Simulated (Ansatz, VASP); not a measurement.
Ti in VASP and in Ansatz

```xyz
1
Lattice="0.0000 1.9894 2.0300 1.9894 0.0000 2.0300 1.9894 1.9894 0.0000" Properties=species:S:1:pos:R:3 pbc="T T T"
Ti    0.0000    0.0000    0.0000
```

Change from the starting cell: strain_xy = -0.02.

Alike in both runs: task single point; functional PBEsol; k mesh 11 × 11 × 11; occupations fermi-dirac, width 0.05 eV; no spin polarisation.

```csv
,VASP,Ansatz
version,VASP 6.6.1,Ansatz 0.2.0
potentials or method,"VASP PAW PBE potentials, release 64 (Ti_sv), cutoff 500 eV","all-electron LAPW, scalar-relativistic"
```

Ansatz gave:

| Item | Value |
| --- | --- |
| gap on the k mesh at the Fermi level (eV) | none |
| pressure (GPa) | 4.3 |
| traceless stress, the component that is largest in VASP (GPa) | -1.07 |

Estimate VASP's values.

gap on the k mesh at the Fermi level (eV): none; pressure (GPa): 4.0; traceless stress, the component that is largest in VASP (GPa): -1.08.

VASP's potentials were made for PBE, not for PBEsol. A gap of «none» marks a metal or a gap that the smearing closes. Ansatz ran all-electron here, and VASP with PAW potentials.
